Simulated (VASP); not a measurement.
Crystal: SrO.

```
Sr O
1.0
     3.10287    0.00000    0.00000
     0.00000    3.10287    0.00000
     0.00000    0.00000    3.26204
Sr O
1 1
Direct
  0.00000 0.00000 0.00000
  0.50000 0.50000 0.50000
```

This cell differs from its parent crystal: uniaxial z strain +5.1%.

Base run:

* Program: VASP 6.6.1
* Functional: PBE
* Potentials or basis: VASP PAW PBE potentials, release 64 (Sr_sv, O)
* Cutoff: 520 eV
* k mesh: 8 × 8 × 8
* Occupations: fermi-dirac, width 0.02 eV
* Spin: no spin polarisation

Its results: band gap on the k mesh 2.57 eV, indirect (least direct gap 2.67 eV); pressure -1.1 GPa.

Task: The run is repeated on the same cell with these changes: functional from PBE to r2SCAN; occupations from fermi-dirac, width 0.02 eV to gaussian, width 0.01 eV. What comes out?

Result: Band gap on the k mesh 3.07 eV, indirect (least direct gap 3.16 eV); pressure -3.9 GPa.

Caveats: the PAW data sets were made with another functional, which shifts forces and pressure a little (some runs).

A k mesh can miss the band edges.
